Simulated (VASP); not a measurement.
The system is BiTe.

```
Bi Te
1.0
     0.00000    3.23500    3.23500
     3.23500    0.00000    3.23500
     3.23500    3.23500    0.00000
Bi Te
1 1
Direct
  0.97682 0.06955 0.97682
  0.50000 0.50000 0.50000
```

* Program: VASP 6.6.1
* Task: relaxation of the atoms
* Functional: r2SCAN
* Potentials or basis: VASP PAW PBE potentials, release 64 (Bi_d, Te)
* Cutoff: 520 eV
* k mesh: 4 × 4 × 4
* Occupations: gaussian, width 0.1 eV
* Spin: no spin polarisation

At the start: pressure 1.1 GPa; volume 33.86 Å³/atom.

Q: How do energy, volume and symmetry change on relaxing?

A: Over 3 steps the energy falls by 62.4 meV/atom; space group Fm-3m (No. 225, to 0.05 Å).

The path:
| step | energy change (eV) | largest force (eV/Å) | pressure (GPa) |
| --- | --- | --- | --- |
| 1 | 0.0000 | 0.8991 | 1.11 |
| 2 | -0.0674 | 0.6469 | 0.24 |
| 3 | -0.1247 | 0.0095 | -0.39 |

Final structure:
```
Bi Te
1.0
     0.00000    3.23500    3.23500
     3.23500    0.00000    3.23500
     3.23500    3.23500    0.00000
Bi Te
1 1
Direct
  0.98830 0.03510 0.98830
  0.48852 0.53445 0.48852
```

Caveat: the k points lie up to 0.42 Å⁻¹ apart; the PAW data sets were made with another functional, which shifts forces and pressure a little; the relaxation stopped at a loose force limit of 0.05 eV/Å, so its end isn't a converged minimum.
